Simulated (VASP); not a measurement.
Here is a VASP 6.6.1 calculation.

The input INCAR:

```
SYSTEM = PPt
  PREC = Accurate
  ENCUT = 520
  EDIFF = 1E-6
  ISMEAR = -1
  SIGMA = 0.15
  LREAL = .FALSE.
  LASPH = .TRUE.
  NELM = 80
  ALGO = Normal
  ISIF = 2
  LWAVE = .FALSE.
  LCHARG = .FALSE.
  GGA = PE
  NBANDS = 23
```

KPOINTS

```
Automatic mesh
0
G
  7 7 4
  0 0 0
```

Contents of POSCAR:

```
PPt
1.0
    3.6752659499      0.0000000000      0.0000000000
   -1.8376329749      3.1828733492      0.0000000000
    0.0000000000      0.0000000000      6.2387177713
P Pt
2 2
Direct
    0.6666666667      0.3333333333      0.5031030000
    0.3333333333      0.6666666667      0.0031030000
    0.6666666667      0.3333333333      0.8718990000
    0.3333333333      0.6666666667      0.3718990000
```

Potentials or basis: VASP PAW PBE potentials, release 64 (P, Pt).

Launch:

```sh
$ cat potpaw_PBE.64/P/POTCAR potpaw_PBE.64/Pt/POTCAR > POTCAR
$ mpirun -np 1 vasp_std > vasp.out
```

Q: Estimate the pressure.

A: 8.9 GPa.

Q: Predict the largest force.

A: 0.296 eV/Å.

Q: Predict the band gap on the k mesh.

A: Zero (band 15 reaches 10.72 eV, above the bottom of band 16 at 6.77 eV).

Forces in eV/Å, atoms in the order of the input:
```
P    0.000  0.000  0.296
P    0.000  0.000  0.296
Pt   0.000  0.000 -0.296
Pt   0.000  0.000 -0.296
```

Caveat: spin-orbit coupling is left out, which moves the levels of the heavy elements.
